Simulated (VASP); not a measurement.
Write the native input for VASP 6.6.1 that does the following.

| Quantity | Value |
| --- | --- |
| Task | single point |
| Functional | PBEsol |
| Potentials or basis | VASP PAW PBE potentials, release 64 (Mg, O) |
| Cutoff | 520 eV |
| k mesh | 9 × 9 × 6 |
| Occupations | gaussian, width 0.05 eV |
| Spin | no spin polarisation |
| Dipole correction | no |
| Further INCAR settings | ALGO = Normal; EDIFF = 1e-06; NBANDS = 16 |

The structure of MgO lies in POSCAR:

```
MgO
1.0
    3.3783000000      0.0000000000      0.0000000000
   -1.6891500000      2.9256936216      0.0000000000
    0.0000000000      0.0000000000      4.0549000000
Mg O
2 2
Direct
    0.6666666667      0.3333333333      0.7500000000
    0.3333333333      0.6666666667      0.2500000000
    0.6666666667      0.3333333333      0.2500000000
    0.3333333333      0.6666666667      0.7500000000
```

The input as run:

INCAR

```
PREC = Accurate
ENCUT = 520
EDIFF = 1E-6
ISMEAR = 0
SIGMA = 0.05
LREAL = False
LASPH = True
NELM = 100
ALGO = Normal
ISIF = 2
LWAVE = False
LCHARG = False
GGA = PS
NBANDS = 16
```

KPOINTS

```
Automatic mesh
0
Gamma
  9 9 6
```

Potentials or basis: VASP PAW PBE potentials, release 64 (Mg, O).

Command:

```bash
$ cat potpaw_PBE.64/Mg/POTCAR potpaw_PBE.64/O/POTCAR > POTCAR
$ mpirun -np 1 vasp_std > vasp.out
```

Results of the run:

```
Pressure               : 16.0 GPa
Band gap on the k mesh : 3.79 eV, direct
```

Caveat: the PAW data sets were made with another functional, which shifts forces and pressure a little.

Wall time 25 s on 1 thread of AMD EPYC 7R43 64-Core Processor (Zen 3), with other jobs on the host, peak memory 0.14 GiB.
